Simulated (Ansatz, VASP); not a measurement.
## One calculation of KNi, two programs

```
K Ni
1.0
     3.66048    3.66048    0.00000
    -3.66048    3.66048    0.00000
     0.00000    0.00000    3.47889
K Ni
2 2
Direct
  0.00000 0.00000 0.00000
  0.50000 0.50000 0.00000
  0.50000 0.00000 0.50000
  0.00000 0.50000 0.50000
```

Alike in both runs: task single point; functional PBEsol; k mesh 4 × 4 × 6; occupations fermi-dirac, width 0.05 eV; collinear spin, antiferromagnetic start; Hubbard terms Ni d U = 5 eV.

|  | VASP | Ansatz |
| --- | --- | --- |
| version | VASP 6.6.1 | Ansatz 0.2.0 |
| potentials or method | VASP PAW PBE potentials, release 64 (K_sv, Ni) | Ansatz PAW |
| plane-wave cutoff (eV) | 520 | 420 |
| valence electrons in the cell | 38 | 54 |

|  | VASP | Ansatz | Ansatz less VASP |
| --- | --- | --- | --- |
| gap on the k mesh at the Fermi level (eV) | none | none | - |
| pressure (GPa) | 5.7 | 5.9 | +0.24 |
| traceless stress, the component that is largest in VASP (GPa) | -0.91 | -0.99 | -0.084 |
| net moment per atom (μB) | 0.00 | 0.00 | 0.000 |
| size of the moment on the site where the two differ most (μB) | 0.99 | 1.00 | +0.013 |

VASP's potentials were made for PBE, not for PBEsol. Site moments also hang on the region over which each program counts them. The programs project onto different local orbitals, so the same U acts differently, and such runs can settle in different states. A gap of «none» marks a metal or a gap that the smearing closes. VASP's potentials hold 38 valence electrons a cell and Ansatz's 54, so a difference there can come from the potentials and not from the codes.

Noted on Ansatz's run: the magnetic or orbital state may not be the lowest.
